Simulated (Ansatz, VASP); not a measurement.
**One calculation of AlP, two programs**

```
Al P
1.0
     0.00000    2.80759    2.80759
     2.80759    0.00000    2.80759
     2.80759    2.80759    0.00000
Al P
1 1
Direct
  0.00000 0.00000 0.00000
  0.75000 0.75000 0.75000
```

Alike in both runs: task single point; functional PBE; k mesh 4 × 4 × 4; collinear spin.

```csv
,VASP,Ansatz
version,VASP 6.6.1,Ansatz 0.2.0
potentials or method,"VASP PAW PBE potentials, release 64 (Al, P), cutoff 500 eV","scalar-relativistic, plane waves, PAW"
occupations,"fermi-dirac, width 0.051704 eV",fermi-dirac
valence electrons in the cell,8,8
```

VASP gave:

| Quantity | Value |
| --- | --- |
| gap on the k mesh at the Fermi level (eV) | 1.71 |
| least direct gap on the mesh (eV) | 2.59 |
| pressure (GPa) | -4.0 |
| net moment per atom (μB) | 0.00 |

Estimate Ansatz's values.

gap on the k mesh at the Fermi level (eV): 1.71; least direct gap on the mesh (eV): 2.60; pressure (GPa): -4.0; net moment per atom (μB): 0.00.

Ansatz's warnings: seeded moment not kept.

The k mesh is coarse, so the values compare programs but aren't converged.
